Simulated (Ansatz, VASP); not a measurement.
**SiSn2Ge3: VASP beside Ansatz**

```
Si Sn Ge
1.0
    -2.84951    2.84951    4.98615
     2.84951   -2.84951    4.98615
     2.84951    2.84951   -4.98615
Si Sn Ge
1 2 3
Direct
  0.00000 0.00000 0.00000
  0.25000 0.75000 0.50000
  0.75000 0.25000 0.50000
  0.75629 0.75629 0.00000
  0.24371 0.24371 0.00000
  0.50000 0.50000 0.00000
```

Alike in both runs: functional PBE; k mesh 10 × 10 × 10; occupations gaussian, width 0.1 eV; no spin polarisation.

Ansatz relaxed the structure, and its values are those at the end. VASP's run is a single point on that final structure, the one shown.

|  | VASP | Ansatz |
| --- | --- | --- |
| version | VASP 6.6.1 | Ansatz 0.2.0 |
| potentials or method | VASP PAW PBE potentials, release 64 (Si, Sn_d, Ge_d), cutoff 520 eV | scalar-relativistic, plane waves, PAW |
| valence electrons in the cell | 74 | 74 |

```tsv
	VASP	Ansatz	Ansatz less VASP
gap on the k mesh at the Fermi level (eV)	none	none	-
pressure (GPa)	0.0	0.0	+0.01
```

A gap of «none» marks a metal or a gap that the smearing closes.
